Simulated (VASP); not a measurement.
Write the native input for VASP 6.6.1 that does the following.

```yaml
Task: single point
Functional: PBE
Potentials_or_basis: VASP PAW PBE potentials, release 64 (Hf_pv)
Cutoff: 520 eV
k_mesh: 14 × 14 × 14
Occupations: fermi-dirac, width 0.05 eV
Spin: no spin polarisation
Dipole_correction: no
Further_INCAR_settings: ALGO = Normal; EDIFF = 1e-07; NBANDS = 17
```

The structure of Hf lies in POSCAR:

```
Hf
1.0
   -2.3975706737      2.3975706737      1.3180332301
    2.3975706737     -2.3975706737      1.3180332301
    2.3975706737      2.3975706737     -1.3180332301
Hf
2
Direct
   -0.3750000000     -0.1250000000     -0.2500000000
    0.3750000000      0.1250000000      0.2500000000
```

One way to write it, as run:

INCAR

```
PREC = Accurate
ENCUT = 520
EDIFF = 1E-7
ISMEAR = -1
SIGMA = 0.05
LREAL = F
LASPH = T
NELM = 80
ALGO = Normal
ISIF = 2
LWAVE = F
LCHARG = F
GGA = PE
NBANDS = 17
```

KPOINTS

```
Automatic mesh
0
Gamma
  14 14 14
```

Potentials or basis: VASP PAW PBE potentials, release 64 (Hf_pv).

The run is started by

```sh
$ cat potpaw_PBE.64/Hf_pv/POTCAR > POTCAR
$ mpirun -np 1 vasp_std > vasp.out
```

It gave:

```
Pressure               : 80.1 GPa
Band gap on the k mesh : zero (band 10 reaches 7.88 eV, above the bottom of band 11 at 6.23 eV)
```

Caveat: spin-orbit coupling is left out, which moves the levels of the heavy elements.

It took 62 s on 1 thread of Intel(R) Xeon(R) 6975P-C (Granite Rapids), on a shared host, peak memory 0.23 GiB.
